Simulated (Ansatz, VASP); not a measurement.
## W: VASP and Ansatz over several settings

```
W
1.0
    -1.57172    1.57172    1.57172
     1.57172   -1.57172    1.57172
     1.57172    1.57172   -1.57172
W
1
Cartesian
  0.0000 0.0000 0.0000
```

Single points on this cell with VASP 6.6.1 and Ansatz 0.2.0. Each row is one pair of runs. Alike in all rows: k mesh: 12 × 12 × 12; smearing: fermi-dirac, width 0.05 eV; Ansatz's potentials, cutoff: Ansatz PAW, 420 eV.

| level | spin | VASP's potentials, cutoff | gap on the k mesh at the Fermi level (eV), VASP | gap on the k mesh at the Fermi level (eV), Ansatz | pressure (GPa), VASP | pressure (GPa), Ansatz |
| --- | --- | --- | --- | --- | --- | --- |
| PBE+D4 | off | VASP PAW PBE potentials, release 64 (W_sv), 520 eV | none | none | 6.1 | 5.5 |
| PBEsol+D3(BJ) | off | VASP PAW PBE potentials, release 64 (W_sv), 520 eV | none | none | -3.7 | -4.5 |
| RPBE | off | VASP PAW PBE potentials, release 64 (W_sv), 520 eV | none | none | 17.3 | 16.6 |
| revPBE+D3(BJ) | off | VASP PAW PBE potentials, release 64 (W_sv), 520 eV | none | none | 2.6 | 1.9 |
| BLYP+D4 | off | VASP PAW PBE potentials, release 64 (W_sv), 520 eV | none | none | 10.5 | 8.5 |
| LDA | non-collinear, zero start, SOC | VASP PAW LDA potentials, release 64 (W_sv), 520 eV | - | - | 0.0 | -2.0 |

Pressure (GPa): the two programs differ by at most 2.03.

A gap of «none» marks a metal or a gap that the smearing closes.
